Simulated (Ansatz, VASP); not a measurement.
One calculation of KBr, two programs

```xyz
2
Lattice="0.0000 3.3188 3.3011 3.3188 0.0000 3.3011 3.3188 3.3188 0.0000" Properties=species:S:1:pos:R:3 pbc="T T T"
K     0.0000    0.0000    0.0000
Br    3.3188    3.3188    3.3011
```

Change from the starting cell: epitaxial_xy strain +0.5%.

Alike in both runs: task single point; functional r2SCAN; k mesh 6 × 6 × 6; no spin polarisation.

```csv
,VASP,Ansatz
version,VASP 6.6.1,Ansatz 0.2.0
potentials or method,"VASP PAW PBE potentials, release 64 (K_sv, Br)","plane waves, PAW"
plane-wave cutoff (eV),520,500
occupations,"gaussian, width 0.01 eV",fixed
valence electrons in the cell,16,16
```

```csv
,VASP,Ansatz,Ansatz less VASP
gap on the k mesh at the Fermi level (eV),5.04,5.04,-0.002
pressure (GPa),-0.1,-0.1,0.00
"traceless stress, the component that is largest in VASP (GPa)",0.12,0.12,-0.001
```

VASP's potentials were made for PBE, not for r2SCAN.
